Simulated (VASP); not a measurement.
# SiSb2 (Pnnm) in VASP: single point with PBE

Aim: the single point of SiSb2 with PBE.

All numbers are computed with VASP 6.6.1; they aren't measurements. Logs are shortened: lines on timing, memory, paths and dates and some standing lists are left out, and cuts for length are marked.

**1. The cell of the first run**

It takes space group Pnnm (No. 58, orthorhombic). Conventional cell: a = 5.704 Å, b = 7.178 Å, c = 3.816 Å, α = 90.00°, β = 90.00°, γ = 90.00°. Within 3.6 Å of Si (site symmetry 2/m) lie 6 Sb at 2.77 to 2.85 Å. Sb (site symmetry m) has 3 Si at 2.77 to 2.85 Å and 1 Sb at 2.91 Å within 3.6 Å.

**2. Single point, PBE**

Input file INCAR:

```
SYSTEM = SiSb2
PREC = Accurate ; ENCUT = 520
EDIFF = 1E-7 ; ISMEAR = 0
SIGMA = 0.1 ; LREAL = .False.
LASPH = .True. ; NELM = 80
ALGO = Normal ; ISIF = 2
LWAVE = .False. ; LCHARG = .False.
GGA = PE ; NBANDS = 23
```

Input file KPOINTS:

```
Automatic mesh
0
Gamma
  4 4 4
  0 0 0
```

Input file POSCAR:

```
SiSb2
1.0
    5.7037737600      0.0000000000      0.0000000000
    0.0000000000      7.1777982720      0.0000000000
    0.0000000000      0.0000000000      3.8160473292
Si Sb
2 4
Direct
    0.5000000000      0.5000000000      0.5000000000
    0.0000000000      0.0000000000      0.0000000000
    0.3087734171      0.8663271412      0.5000000000
    0.8087734171      0.6336728588      0.0000000000
    0.6912265829      0.1336728588      0.5000000000
    0.1912265829      0.3663271412      0.0000000000
```

Potentials or basis: VASP PAW PBE potentials, release 64 (Si, Sb).

The run is started by

```console
$ cat potpaw_PBE.64/Si/POTCAR potpaw_PBE.64/Sb/POTCAR > POTCAR
$ mpirun -np 1 vasp_std > vasp.out
```

OUTCAR:

```text
SYSTEM = SiSb2
   PREC = Accurate
   ENCUT = 520
   EDIFF = 1E-7
   ISMEAR = 0
   LREAL = .False.
   LASPH = .True.
   NELM = 80
   ISIF = 2
   GGA = PE

 ion  position               nearest neighbor table
   1  0.500  0.500  0.500-   4 2.77   6 2.77   4 2.77   6 2.77   5 2.85   3 2.85
   2  0.000  0.000  0.000-   3 2.77   5 2.77   3 2.77   5 2.77   4 2.85   6 2.85
   3  0.309  0.866  0.500-   2 2.77   2 2.77   1 2.85   5 2.91
   4  0.809  0.634  0.000-   1 2.77   1 2.77   2 2.85   6 2.91
   5  0.691  0.134  0.500-   2 2.77   2 2.77   1 2.85   3 2.91
   6  0.191  0.366  0.000-   1 2.77   1 2.77   2 2.85   4 2.91

  LATTYP: Found a simple orthorhombic cell.
 ALAT       =     3.8160473292
 B/A-ratio  =     1.4946810844
 C/A-ratio  =     1.8809510608

  Lattice vectors:

 A1 = (   0.0000000000,   0.0000000000,   3.8160473292)
 A2 = (   5.7037737600,   0.0000000000,   0.0000000000)
 A3 = (   0.0000000000,   7.1777982720,   0.0000000000)

Analysis of symmetry for initial positions (statically):
=====================================================================
 Subroutine PRICEL returns:
 Original cell was already a primitive cell.

 Routine SETGRP: Setting up the symmetry group for a
 simple orthorhombic supercell.

 Subroutine GETGRP returns: Found  8 space group operations
 (whereof  4 operations were pure point group operations)
 out of a pool of  8 trial point group operations.

The static configuration has the point symmetry C_2h.
 The point group associated with its full space group is D_2h.

Analysis of symmetry for dynamics (positions and initial velocities):
=====================================================================
 Subroutine PRICEL returns:
 Original cell was already a primitive cell.

 Routine SETGRP: Setting up the symmetry group for a
 simple orthorhombic supercell.

 Subroutine GETGRP returns: Found  8 space group operations
 (whereof  4 operations were pure point group operations)
 out of a pool of  8 trial point group operations.

The dynamic configuration has the point symmetry C_2h.
 The point group associated with its full space group is D_2h.

 Subroutine INISYM returns: Found  8 space group operations
 (whereof  4 operations are pure point group operations),
 and found     1 'primitive' translations

----------------------------------------------------------------------------------------

                                     Primitive cell
[... 101 lines left out ...]
   EDIFFG = 0.1E-05   stopping-criterion for IOM
   NSW    =      0    number of steps for IOM
   IBRION =     -1    ionic relax: 0-MD 1-quasi-New 2-CG
   NFREE  =      0    steps in history (QN), initial steepest desc. (CG)
   ISIF   =      2    stress and relaxation
   ISYM   =      2    0-nonsym 1-usesym 2-fastsym
   POTIM  = 0.5000    time-step for ionic-motion
   TEBEG  =    0.0;   TEEND  =   0.0 temperature during run
   PSTRESS=    0.0 pullay stress
   NELECT =      28.0000    total number of electrons
   NUPDOWN=      -1.0000    fix difference up-down
   EMIN   =  10.00;   EMAX   =-10.00  energy-range for DOS
   EFERMI =   0.00;   METHOD = LEGACY
   ISMEAR =     0;   SIGMA  =   0.10  broadening in eV -4-tet -1-fermi 0-gaus
   EFERMI_NEDOS =   21; number of points for ismear=-14 and -15
   IALGO  =     38    algorithm
   IMIX   =      4    mixing-type and parameters
     AMIX     =   0.40;   BMIX     =  1.00
     AMIX_MAG =   1.60;   BMIX_MAG =  1.00
  volume/ion in A,a.u.               =      26.04       175.72
  Fermi-wavevector in a.u.,A,eV,Ry     =   0.923007  1.744231 11.591378  0.851942
  Thomas-Fermi vector in A             =   2.048597
   LORBIT       =      0    0 simple, 1 ext, 2 COOP (PROOUT), +10 PAW based schemes
   GGA     = PE    functional components
   LHFCALC =     F    Hartree Fock is set to
   AEXX    =    0.0000 exact exchange contribution
   IVDW    =     0    specifies the selected vdW correction
   LEPSILON=     F    determine dielectric tensor
   LRPA    =     F    only Hartree local field effects (RPA)
 non-spin polarized calculation
 Gauss-broadening in eV      SIGMA  =   0.10
  energy-cutoff  :      520.00
  volume of cell :      156.23
 maximum number of plane-waves:      4260
   NGX = 21   NGY = 27   NGZ = 15

 number of electron      27.9999996 magnetization

 Free energy of the ion-electron system (eV)
  ---------------------------------------------------
  ext. energy  EPLUGINS =         0.00000000
  ---------------------------------------------------
  free energy    TOTEN  =       -25.94830100 eV

  energy without entropy =      -25.94112460  energy(sigma->0) =      -25.94471280

 E-fermi :   7.1707     XC(G=0):  -9.7182

 val. band max:        7.1484933792   @ k =   0.5000   0.5000   0.0000
 cond. band min:       7.2934699048   @ k =   0.5000   0.5000   0.0000
 fundamental gap:      0.1449765256
 Fermi energy:         7.1707221939

 k-point     1 :       0.0000    0.0000    0.0000
  band No.  band energies     occupation
      1      -5.3549      2.00000
      2      -3.2578      2.00000
      3      -2.3899      2.00000
      4      -1.5757      2.00000
      5      -0.7096      2.00000
      6       1.8488      2.00000
[... 613 lines left out ...]
     22      10.8441      0.00000
     23      11.6387      0.00000

 [... further k-points ...]

------------------------ aborting loop because EDIFF is reached ----------------------------------------

  FORCE on cell =-STRESS in cart. coord.  units (eV):
  Direction    XX          YY          ZZ          XY          YZ          ZX
  --------------------------------------------------------------------------------------
  -------------------------------------------------------------------------------------
  Total       -0.0206232      0.1836683      0.0084224     -0.0000000      0.0000000      0.0000000
  in kB       -0.2114946      1.8835513      0.0863734     -0.0000000      0.0000000      0.0000000
  external PRESSURE =       0.5861434 kB  Pullay stress =       0.0000000 kB

 VOLUME and BASIS-vectors are now :
 -----------------------------------------------------------------------------
  energy-cutoff  :      520.00
  volume of cell :      156.23
      direct lattice vectors                 reciprocal lattice vectors
     5.703773760  0.000000000  0.000000000     0.175322522  0.000000000  0.000000000
     0.000000000  7.177798272  0.000000000     0.000000000  0.139318488  0.000000000
     0.000000000  0.000000000  3.816047329     0.000000000  0.000000000  0.262051257

 POSITION                                       TOTAL-FORCE (eV/Angst)
 -----------------------------------------------------------------------------------
      2.85189      3.58890      1.90802         0.000000      0.000000      0.000000
      0.00000      0.00000      0.00000         0.000000      0.000000      0.000000
      1.76117      6.21832      1.90802        -0.000496     -0.011715     -0.000000
      4.61306      4.54838      0.00000        -0.000496      0.011715      0.000000
      3.94260      0.95948      1.90802         0.000496      0.011715      0.000000
      1.09071      2.62942      0.00000         0.000496     -0.011715      0.000000
 -----------------------------------------------------------------------------------
    total drift:                                0.000000     -0.000000      0.000000

  FREE ENERGIE OF THE ION-ELECTRON SYSTEM (eV)
  ---------------------------------------------------
  free  energy   TOTEN  =       -25.9483010024 eV

  energy  without entropy=      -25.9411245980  energy(sigma->0) =      -25.94471280
```

Run time: 86 s. Hardware: 1 thread of Intel Xeon Platinum 8259CL at 2.50GHz (Skylake/Cascade Lake), shared host; peak memory 0.27 GiB.

What came out:

| Item | Value |
| --- | --- |
| Free energy | -25.9483 eV |
| Pressure | 0.1 GPa |
| Largest force | 0.012 eV/Å |
| Band gap on the k mesh | zero (bands 14 and 15 overlap by 1.79 eV) |

Forces in eV/Å, atoms in the order of the input:
```
Si   0.000  0.000  0.000
Si   0.000  0.000  0.000
Sb   0.000 -0.012  0.000
Sb   0.000  0.012  0.000
Sb   0.000  0.012  0.000
Sb   0.000 -0.012  0.000
```

Caveat: the k points lie up to 0.41 Å⁻¹ apart, too coarse for converged energies and pressures of a metal; spin-orbit coupling is left out, which moves the levels of the heavy elements.
